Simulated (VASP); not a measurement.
# CoSi16 (a cell with a defect) in VASP: single point with r2SCAN+D3(BJ)

Aim: the single point of CoSi16 (a cell with a defect) with r2SCAN+D3(BJ).

All numbers are computed with VASP 6.6.1; they aren't measurements. Logs are shortened: lines on timing, memory, paths and dates and some standing lists are left out, and cuts for length are marked.

## (1) The cell of the first run

The cell holds a defect, 17 atoms: a = 7.679 Å, b = 7.679 Å, c = 7.679 Å, α = 60.00°, β = 60.00°, γ = 60.00°.

## (2) Single point, r2SCAN+D3(BJ), collinear spin, ferromagnetic start

Contents of POSCAR:

```
CoSi16
1.0
    0.0000000000      5.4300000000      5.4300000000
    5.4300000000      0.0000000000      5.4300000000
    5.4300000000      5.4300000000      0.0000000000
Si Co
16 1
Direct
    0.0088098527      0.0061061694     -0.0187671271
    0.1253098527      0.1253418969      0.1173802026
   -0.0081869245     -0.0069946593      0.4923224678
    0.1202718232      0.1234226519      0.6077292818
    0.0077257827      0.4982060773     -0.0010895028
    0.1343580110      0.6270686924      0.1149189687
   -0.0016384899      0.4936232044      0.5077942910
    0.1268375691      0.6185285451      0.6256659300
    0.4979997238      0.0071347145     -0.0005927256
    0.6265845304      0.1320209945      0.1172705341
    0.4905012891     -0.0013556169      0.5101281768
    0.6172067219      0.1275170350      0.6261308471
    0.5045493554      0.5022983425      0.0172769797
    0.6330997238      0.6326129834      0.1327345304
    0.4995078269      0.5003925414      0.5077061694
    0.6161161142      0.6195989871      0.6437695212
    0.8126061694      0.8128450276      0.3126148250
```

Contents of INCAR.step1:

```
PREC = Accurate
ENCUT = 580
ISMEAR = 0
SIGMA = 0.05
LREAL = F
LASPH = T
NELM = 200
ISPIN = 2
MAGMOM = 0 0 0 0 0 0 0 0 0 0 0 0 0 0 0 0 1.11
LMAXMIX = 4
NBANDS = 54
GGA = PE
ALGO = Normal
EDIFF = 1E-5
LWAVE = T
LCHARG = F
GGA_COMPAT = F
```

Contents of INCAR.step2:

```
PREC = Accurate
ENCUT = 580
EDIFF = 1E-6
ISMEAR = 0
SIGMA = 0.05
LREAL = F
LASPH = T
NELM = 200
ALGO = Normal
ISIF = 2
LWAVE = F
LCHARG = F
ISPIN = 2
MAGMOM = 0 0 0 0 0 0 0 0 0 0 0 0 0 0 0 0 1.11
LORBIT = 11
LMAXMIX = 4
METAGGA = R2SCAN
LMIXTAU = T
IVDW = 12
VDW_S6 = 1.0
VDW_S8 = 0.78981345
VDW_A1 = 0.49484001
VDW_A2 = 5.73083694
NBANDS = 54
ISTART = 1
GGA_COMPAT = F
```

Contents of KPOINTS:

```
regular mesh
0
Gamma
  2 2 2
```

Potentials or basis: VASP PAW PBE potentials, release 64 (Si, Co).

Run with:

```console
$ cat potpaw_PBE.64/Si/POTCAR potpaw_PBE.64/Co/POTCAR > POTCAR
$ cp INCAR.step1 INCAR
$ mpirun -np 1 vasp_std > vasp.out
$ cp INCAR.step2 INCAR
$ mpirun -np 1 vasp_std > vasp.out
```

OUTCAR:

```text
PREC = Accurate
   ENCUT = 580
   EDIFF = 1E-6
   ISMEAR = 0
   LREAL = F
   LASPH = T
   NELM = 200
   ISIF = 2
   ISPIN = 2
   LORBIT = 11
   METAGGA = R2SCAN
   IVDW = 12
   ISTART = 1
 IVDW          = 12

 ion  position               nearest neighbor table
   1  0.009  0.006  0.981-   2 2.33   4 2.35  17 2.36   6 2.38  10 2.40
   2  0.125  0.125  0.117-   1 2.33   9 2.34   5 2.34   3 2.35
   3  0.992  0.993  0.492-   4 2.35   8 2.35  12 2.35   2 2.35
   4  0.120  0.123  0.608-   7 2.33  11 2.33   1 2.35   3 2.35
   5  0.008  0.498  0.999-   6 2.33   2 2.34   8 2.34  14 2.35
   6  0.134  0.627  0.115-  17 2.31  13 2.33   5 2.33   1 2.38   7 2.46
   7  0.998  0.494  0.508-  17 2.29   8 2.33   4 2.33  16 2.40   6 2.46
   8  0.127  0.619  0.626-   7 2.33  15 2.34   5 2.34   3 2.35
   9  0.498  0.007  0.999-  10 2.33   2 2.34  12 2.34  14 2.35
  10  0.627  0.132  0.117-  17 2.29   9 2.33  13 2.33   1 2.40  11 2.46
  11  0.491  0.999  0.510-  17 2.31   4 2.33  12 2.33  16 2.38  10 2.46
  12  0.617  0.128  0.626-  11 2.33  15 2.34   9 2.34   3 2.35
  13  0.505  0.502  0.017-  10 2.33   6 2.33  16 2.35  14 2.35
  14  0.633  0.633  0.133-  13 2.35   9 2.35   5 2.35  15 2.35
  15  0.500  0.500  0.508-  16 2.33   8 2.34  12 2.34  14 2.35
  16  0.616  0.620  0.644-  15 2.33  13 2.35  17 2.36  11 2.38   7 2.40
  17  0.813  0.813  0.313-   7 2.29  10 2.29   6 2.31  11 2.31   1 2.36  16 2.36

  LATTYP: Found a face centered cubic cell.
 ALAT       =    10.8600000000

  Lattice vectors:

 A1 = (   0.0000000000,   5.4300000000,   5.4300000000)
 A2 = (   5.4300000000,   0.0000000000,   5.4300000000)
 A3 = (   5.4300000000,   5.4300000000,   0.0000000000)

Analysis of symmetry for initial positions (statically):
=====================================================================
 Subroutine PRICEL returns:
 Original cell was already a primitive cell.

 Routine SETGRP: Setting up the symmetry group for a
 face centered cubic supercell.

 Subroutine GETGRP returns: Found  1 space group operations
 (whereof  1 operations were pure point group operations)
 out of a pool of 48 trial point group operations.

The static configuration has the point symmetry C_1 .

Analysis of symmetry for dynamics (positions and initial velocities):
=====================================================================
 Subroutine PRICEL returns:
 Original cell was already a primitive cell.

 Routine SETGRP: Setting up the symmetry group for a
 face centered cubic supercell.

 Subroutine GETGRP returns: Found  1 space group operations
 (whereof  1 operations were pure point group operations)
 out of a pool of 48 trial point group operations.

The dynamic configuration has the point symmetry C_1 .

Analysis of structural, dynamic, and magnetic symmetry:
=====================================================================
 Subroutine PRICEL returns:
 Original cell was already a primitive cell.

 Routine SETGRP: Setting up the symmetry group for a
 face centered cubic supercell.

 Subroutine GETGRP returns: Found  1 space group operations
 (whereof  1 operations were pure point group operations)
 out of a pool of 48 trial point group operations.

The overall configuration has the point symmetry C_1 .

 Subroutine INISYM returns: Found  1 space group operations
 (whereof  1 operations are pure point group operations),
 and found     1 'primitive' translations

----------------------------------------------------------------------------------------

                                     Primitive cell

  volume of cell :     320.2060

  direct lattice vectors                    reciprocal lattice vectors
     0.000000000  5.430000000  5.430000000    -0.092081031  0.092081031  0.092081031
     5.430000000  0.000000000  5.430000000     0.092081031 -0.092081031  0.092081031
     5.430000000  5.430000000  0.000000000     0.092081031  0.092081031 -0.092081031

  length of vectors
     7.679179644  7.679179644  7.679179644     0.159489025  0.159489025  0.159489025

  position of ions in fractional coordinates (direct lattice)
     0.008809853  0.006106169  0.981232873
     0.125309853  0.125341897  0.117380203
     0.991813075  0.993005341  0.492322468
     0.120271823  0.123422652  0.607729282
     0.007725783  0.498206077  0.998910497
     0.134358011  0.627068692  0.114918969
[... 9 lines left out ...]
     0.616116114  0.619598987  0.643769521
     0.812606169  0.812845028  0.312614825

  ion indices of the primitive-cell ions
   primitive index   ion index
                 1           1
                 2           2
                 3           3
                 4           4
                 5           5
                 6           6
[... 9 lines left out ...]
                16          16
                17          17

----------------------------------------------------------------------------------------

 KPOINTS: regular mesh
[... 22 lines left out ...]

 Following reciprocal coordinates:
            Coordinates               Weight
  0.000000  0.000000  0.000000      1.000000
  0.500000  0.000000  0.000000      1.000000
  0.000000  0.500000  0.000000      1.000000
  0.000000  0.000000  0.500000      1.000000
  0.500000  0.500000  0.500000      1.000000
  0.500000  0.500000  0.000000      1.000000
  0.000000  0.500000  0.500000      1.000000
  0.500000  0.000000  0.500000      1.000000
   k-points           NKPTS =      8   k-points in BZ     NKDIM =      8   number of bands    NBANDS=     54
   number of dos      NEDOS =    301   number of ions     NIONS =     17
   total plane-waves  NPLWV = 216000
   dimension x,y,z NGX =    60 NGY =   60 NGZ =   60
   dimension x,y,z NGXF=   120 NGYF=  120 NGZF=  120
   ions per type =              16   1
   NGX,Y,Z   is equivalent  to a cutoff of  12.99, 12.99, 12.99 a.u.
   NGXF,Y,Z  is equivalent  to a cutoff of  25.98, 25.98, 25.98 a.u.
 SYSTEM =  unknown system
   PREC   = accura    normal or accurate (medium, high low for compatibility)
   ISTART =      1    job   : 0-new  1-cont  2-samecut
   ICHARG =      0    charge: 1-file 2-atom 10-const
   ISPIN  =      2    spin polarized calculation?
   LNONCOLLINEAR =      F non collinear calculations
   LSORBIT =      F    spin-orbit coupling
   LASPH  =      T    aspherical Exc in radial PAW
   ENCUT  =  580.0 eV  42.63 Ry    6.53 a.u.  15.08 15.08 15.08*2*pi/ulx,y,z
   NELM   =    200;   NELMIN=  2; NELMDL=  0     # of ELM steps
   EDIFF  = 0.1E-05   stopping-criterion for ELM
   LREAL  =      F    real-space projection
   EDIFFG = 0.1E-04   stopping-criterion for IOM
   NSW    =      0    number of steps for IOM
   IBRION =     -1    ionic relax: 0-MD 1-quasi-New 2-CG
   NFREE  =      0    steps in history (QN), initial steepest desc. (CG)
   ISIF   =      2    stress and relaxation
   ISYM   =      2    0-nonsym 1-usesym 2-fastsym
   POTIM  = 0.5000    time-step for ionic-motion
   TEBEG  =    0.0;   TEEND  =   0.0 temperature during run
   PSTRESS=    0.0 pullay stress
   NELECT =      73.0000    total number of electrons
   NUPDOWN=      -1.0000    fix difference up-down
   EMIN   =  10.00;   EMAX   =-10.00  energy-range for DOS
   EFERMI =   0.00;   METHOD = LEGACY
   ISMEAR =     0;   SIGMA  =   0.05  broadening in eV -4-tet -1-fermi 0-gaus
   EFERMI_NEDOS =   21; number of points for ismear=-14 and -15
   IALGO  =     38    algorithm
   IMIX   =      4    mixing-type and parameters
     AMIX     =   0.40;   BMIX     =  1.00
     AMIX_MAG =   1.60;   BMIX_MAG =  1.00
  volume/ion in A,a.u.               =      18.84       127.11
  Fermi-wavevector in a.u.,A,eV,Ry     =   1.000090  1.889897 13.608288  1.000181
  Thomas-Fermi vector in A             =   2.132424
   LORBIT       =     11    0 simple, 1 ext, 2 COOP (PROOUT), +10 PAW based schemes
   METAGGA = R2SCAN    functional components
   LHFCALC =     F    Hartree Fock is set to
   AEXX    =    0.0000 exact exchange contribution
   IVDW    =    12    specifies the selected vdW correction
   LEPSILON=     F    determine dielectric tensor
   LRPA    =     F    only Hartree local field effects (RPA)
 spin polarized calculation
 Gauss-broadening in eV      SIGMA  =   0.05
  energy-cutoff  :      580.00
  volume of cell :      320.21
 maximum number of plane-waves:     10200
   NGX = 31   NGY = 31   NGZ = 31

 number of electron      73.0000001 magnetization       1.2514366

 Free energy of the ion-electron system (eV)
  ---------------------------------------------------
  ext. energy  EPLUGINS =         0.00000000
  ---------------------------------------------------
  free energy    TOTEN  =      -150.74063360 eV

  energy without entropy =     -150.73863043  energy(sigma->0) =     -150.73963202

 E-fermi :   6.6982     XC(G=0): -10.1505

 val. band max:        6.6573738008   @ k =   0.5000   0.0000   0.0000
 cond. band min:       6.7481275215   @ k =   0.0000   0.5000   0.0000
 fundamental gap:      0.0907537207
 Fermi energy:         6.6982025334

 spin component 1

 k-point     1 :       0.0000    0.0000    0.0000
  band No.  band energies     occupation
      1      -6.5118      1.00000
      2      -4.0678      1.00000
      3      -4.0316      1.00000
      4      -3.9860      1.00000
      5      -3.9653      1.00000
      6      -2.2633      1.00000
[... 397 lines left out ...]
     47      10.7009      0.00000
     48      10.7113      0.00000
 Fermi energy:         6.6982025334

 spin component 2

 k-point     1 :       0.0000    0.0000    0.0000
  band No.  band energies     occupation
      1      -6.5074      1.00000
      2      -4.0539      1.00000
      3      -4.0319      1.00000
      4      -3.9742      1.00000
      5      -3.9599      1.00000
      6      -2.2539      1.00000
[... 397 lines left out ...]
     47      10.7334      0.00000
     48      10.7336      0.00000
 [bands above 48 left out]

------------------------ aborting loop because EDIFF is reached ----------------------------------------

 Edisp (eV)   -2.60559

 E8    (eV) :    -0.8313

  FORCE on cell =-STRESS in cart. coord.  units (eV):
  Direction    XX          YY          ZZ          XY          YZ          ZX
  --------------------------------------------------------------------------------------
  -------------------------------------------------------------------------------------
  Total       2.58626     2.98013     1.37830     0.28870     0.90889     1.18949
  in kB      12.94058    14.91134     6.89642     1.44456     4.54773     5.95172
  external pressure =       11.58 kB  Pullay stress =        0.00 kB

 VOLUME and BASIS-vectors are now :
 -----------------------------------------------------------------------------
  energy-cutoff  :      580.00
  volume of cell :      320.21
      direct lattice vectors                 reciprocal lattice vectors
     0.000000000  5.430000000  5.430000000    -0.092081031  0.092081031  0.092081031
     5.430000000  0.000000000  5.430000000     0.092081031 -0.092081031  0.092081031
     5.430000000  5.430000000  0.000000000     0.092081031  0.092081031 -0.092081031

 POSITION                                       TOTAL-FORCE (eV/Angst)
 -----------------------------------------------------------------------------------
      5.36125      5.37593      0.08099         0.013303     -0.003236      0.008121
      1.31798      1.31781      1.36104         0.005835      0.003757      0.000155
      8.06533      8.05886     10.77756        -0.005130     -0.007395      0.005262
      3.97015      3.95305      1.32326         0.004469      0.007417     -0.013480
      8.12934      5.46603      2.74721        -0.004516     -0.010180     -0.010127
      4.02899      1.35357      4.13455        -0.005538      0.009232     -0.012067
[... 9 lines left out ...]
      6.86009      6.84118      6.70993        -0.010610      0.002914     -0.008874
      6.11125      6.10995      8.82620         0.002147     -0.005806     -0.000941
 -----------------------------------------------------------------------------------
    total drift:                               -0.000156     -0.000176     -0.000112

  FREE ENERGIE OF THE ION-ELECTRON SYSTEM (eV)
  ---------------------------------------------------
  free  energy   TOTEN  =      -153.3462246634 eV

  energy  without entropy=     -153.3442214955  energy(sigma->0) =     -153.34522308

 total charge

# of ion       s       p       d       tot
------------------------------------------
    1        0.725   0.985   0.000   1.710
    2        0.738   0.978   0.000   1.716
    3        0.736   0.976   0.000   1.712
    4        0.745   0.959   0.000   1.704
    5        0.738   0.980   0.000   1.718
    6        0.731   0.982   0.000   1.713
[... 9 lines left out ...]
   16        0.725   0.985   0.000   1.710
   17        0.463   0.514   7.543   8.520
--------------------------------------------------
tot         12.233  16.147   7.543  35.923

 magnetization (x)

# of ion       s       p       d       tot
------------------------------------------
    1       -0.001  -0.003   0.000  -0.004
    2        0.001   0.004   0.000   0.004
    3        0.001   0.000   0.000   0.002
    4       -0.000   0.005   0.000   0.004
    5        0.001   0.004   0.000   0.005
    6       -0.001   0.005   0.000   0.004
[... 9 lines left out ...]
   16       -0.001  -0.003   0.000  -0.004
   17        0.027   0.006   1.104   1.138
--------------------------------------------------
tot          0.027   0.073   1.104   1.205
```

It took 27 min on 1 thread of Intel Xeon 6975P-C (Granite Rapids), shared host; peak memory 0.89 GiB.

Results:

```yaml
Free_energy: -153.3462 eV
Pressure: 1.2 GPa
Largest_force: 0.018 eV/Å
Net_moment: 1.25 μB per cell
Site_moments: Si -0.00, +0.00, +0.01 (each value once); Co +1.14 μB
Valence_electrons_inside_the_program's_atomic_spheres: Si 1.71, 1.72, 1.70 (each value once); Co 8.52
Dispersion_energy_per_atom: -0.153 eV
```

Forces in eV/Å, atoms in the order of the input:
```
Si   0.013 -0.003  0.008
Si   0.006  0.004  0.000
Si  -0.005 -0.007  0.005
Si   0.004  0.007 -0.013
Si  -0.005 -0.010 -0.010
Si  -0.006  0.009 -0.012
Si  -0.011  0.006 -0.004
Si   0.012  0.006  0.007
Si  -0.012  0.000 -0.004
Si   0.011 -0.008  0.001
Si   0.005 -0.007  0.016
Si   0.005  0.007  0.004
Si  -0.007 -0.001  0.015
Si   0.008  0.003 -0.006
Si  -0.011 -0.003  0.003
Si  -0.011  0.003 -0.009
Co   0.002 -0.006 -0.001
```

Caveat: the k points lie up to 0.50 Å⁻¹ apart; the PAW data sets were made with another functional, which shifts forces and pressure a little.
